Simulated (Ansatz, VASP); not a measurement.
## Two plane-wave programs on Cd3NiO

```
CELL_PARAMETERS angstrom
4.51006 0.00000 0.00000
0.00000 4.51006 0.00000
0.00000 0.00000 4.51006
ATOMIC_POSITIONS crystal
Cd 0.00000 0.50000 0.00000
Cd 0.00000 0.00000 0.50000
Cd 0.50000 0.00000 0.00000
Ni 0.50000 0.50000 0.50000
O 0.00000 0.00000 0.00000
```

Alike in both runs: functional PBE; k mesh 8 × 8 × 8; occupations gaussian, width 0.1 eV; no spin polarisation.

Ansatz relaxed the structure, and its values are those at the end. VASP's run is a single point on that final structure, the one shown.

|  | VASP | Ansatz |
| --- | --- | --- |
| version | VASP 6.6.1 | Ansatz 0.2.0 |
| potentials or method | VASP PAW PBE potentials, release 64 (Cd, Ni, O), cutoff 520 eV | scalar-relativistic, plane waves, PAW |
| valence electrons in the cell | 52 | 84 |

|  | VASP | Ansatz | Ansatz less VASP |
| --- | --- | --- | --- |
| gap on the k mesh at the Fermi level (eV) | none | none | - |
| pressure (GPa) | 0.8 | 0.0 | -0.75 |

A gap of «none» marks a metal or a gap that the smearing closes. VASP's potentials hold 52 valence electrons a cell and Ansatz's 84, so a difference there can come from the potentials and not from the codes.
